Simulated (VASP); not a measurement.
Set up this calculation in VASP 6.6.1, as the native input.

```
Task                   : single point
Functional             : r2SCAN
Potentials or basis    : VASP PAW PBE potentials, release 64 (Ge_d)
Cutoff                 : 520 eV
k mesh                 : 20 × 20 × 18
Occupations            : gaussian, width 0.15 eV
Spin                   : no spin polarisation
Dipole correction      : no
Further INCAR settings : ALGO = Normal; EDIFF = 1e-06; NBANDS = 13
```

Ge:

```xyz
1
Lattice="1.3971 -2.6135 0.0000 1.3971 2.6135 0.0000 0.0000 0.0000 2.6982" Properties=species:S:1:pos:R:3 pbc="T T T"
Ge    1.3971    0.0000    0.0000
```

This cell differs from its parent crystal: strain +0.0050 x Voigt [0, 1, 0, 0, 0, 0].

One way to write it, as run:

POSCAR

```
Ge
1.0
    1.3971490000     -2.6135185800      0.0000000000
    1.3971490000      2.6135185800      0.0000000000
    0.0000000000      0.0000000000      2.6982310000
Ge
1
Direct
    0.5000000000      0.5000000000      0.0000000000
```

INCAR.step1

```
SYSTEM = Ge
ALGO = Normal
EDIFF = 1E-4
ENCUT = 520
GGA = PE
ISMEAR = 0
LASPH = .True.
LCHARG = .False.
LREAL = .False.
LWAVE = .True.
NBANDS = 13
NELM = 60
PREC = Accurate
SIGMA = 0.15
```

INCAR.step2

```
SYSTEM = Ge
ALGO = Normal
EDIFF = 1E-6
ENCUT = 520
ISIF = 2
ISMEAR = 0
ISTART = 1
LASPH = .True.
LCHARG = .False.
LMIXTAU = .True.
LREAL = .False.
LWAVE = .False.
METAGGA = R2SCAN
NBANDS = 13
NELM = 60
PREC = Accurate
SIGMA = 0.15
```

KPOINTS

```
k-points
0
Gamma
  20 20 18
  0 0 0
```

Potentials or basis: VASP PAW PBE potentials, release 64 (Ge_d).

Run with:

```sh
$ cat potpaw_PBE.64/Ge_d/POTCAR > POTCAR
$ cp INCAR.step1 INCAR
$ mpirun -np 1 vasp_std > vasp.out
$ cp INCAR.step2 INCAR
$ mpirun -np 1 vasp_std > vasp.out
```

Results of the run:

```
Pressure               : -3.6 GPa
Band gap on the k mesh : zero (bands 7 and 8 overlap by 10.07 eV)
```

Caveat: the cell differs from its parent crystal (strain +0.0050 x Voigt [0, 1, 0, 0, 0, 0]); the cell stands under tension; the PAW data sets were made with another functional, which shifts forces and pressure a little.

It took 2.8 min on 1 thread of Intel(R) Xeon(R) 6975P-C (Granite Rapids) (shared host), peak memory 0.35 GiB.
